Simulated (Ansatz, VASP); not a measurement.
# Two plane-wave programs on Nb

```
Nb
1.0
    -1.62384    1.62384    1.62384
     1.62384   -1.62384    1.62384
     1.62384    1.62384   -1.62384
Nb
1
Direct
  0.00000 0.00000 0.00000
```

Alike in both runs: functional LDA; k mesh 18 × 18 × 18; occupations gaussian, width 0.1 eV; no spin polarisation.

Ansatz relaxed the structure, and its values are those at the end. VASP's run is a single point on that final structure, the one shown.

|  | VASP | Ansatz |
| --- | --- | --- |
| version | VASP 6.6.1 | Ansatz 0.2.0 |
| potentials or method | VASP PAW LDA potentials, release 64 (Nb_sv), cutoff 500 eV | scalar-relativistic, plane waves, PAW |
| valence electrons in the cell | 13 | 13 |

```tsv
	VASP	Ansatz	Ansatz less VASP
gap on the k mesh at the Fermi level (eV)	none	none	-
pressure (GPa)	-0.2	0.0	+0.21
```

LDA's correlation is that of Perdew and Zunger in VASP and of Perdew and Wang (1992) in Ansatz. A gap of «none» marks a metal or a gap that the smearing closes.
